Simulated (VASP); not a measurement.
Co:

```
CELL_PARAMETERS angstrom
2.47200 0.00000 0.00000
-1.23600 2.14081 0.00000
0.00000 0.00000 4.02114
ATOMIC_POSITIONS crystal
Co 0.33333 0.66667 0.25000
Co 0.66667 0.33333 0.75000
```

* Program: VASP 6.6.1
* Task: relaxation of cell and atoms
* Functional: PBEsol
* Potentials or basis: VASP PAW PBE potentials, release 64 (Co)
* Cutoff: 600 eV
* k mesh: 9 × 9 × 4
* Occupations: gaussian, width 0.1 eV
* Spin: collinear spin, ferromagnetic start
* Starting moments: [1.78, 1.78] μB

At the start: pressure -7.6 GPa; volume 10.64 Å³/atom.

Where does the relaxation end?

Over 5 steps the energy falls by 9.1 meV/atom and the volume is 10.27 Å³/atom (-3.5 %); space group P6_3/mmc (No. 194, to 0.1 Å) before and after; moment 2.99 μB per cell.

Step by step:
| step | energy change (eV) | largest force (eV/Å) | pressure (GPa) | volume (Å³) |
| --- | --- | --- | --- | --- |
| 1 | 0.0000 | 0.0000 | -7.57 | 21.28 |
| 2 | 0.0073 | 0.0000 | 10.77 | 19.77 |
| 3 | -0.0178 | 0.0000 | 0.00 | 20.56 |
| 4 | -0.0178 | 0.0000 | 0.16 | 20.55 |
| 5 | -0.0182 | 0.0000 | 0.17 | 20.54 |

Final structure:
```xyz
2
Lattice="2.4485 0.0000 0.0000 -1.2242 2.1205 0.0000 0.0000 0.0000 3.9564" Properties=species:S:1:pos:R:3 pbc="T T T"
Co    0.0000    1.4136    0.9891
Co    1.2242    0.7068    2.9673
```

Caveat: the k points lie up to 0.40 Å⁻¹ apart in the final cell; the PAW data sets were made with another functional, which shifts forces and pressure a little.
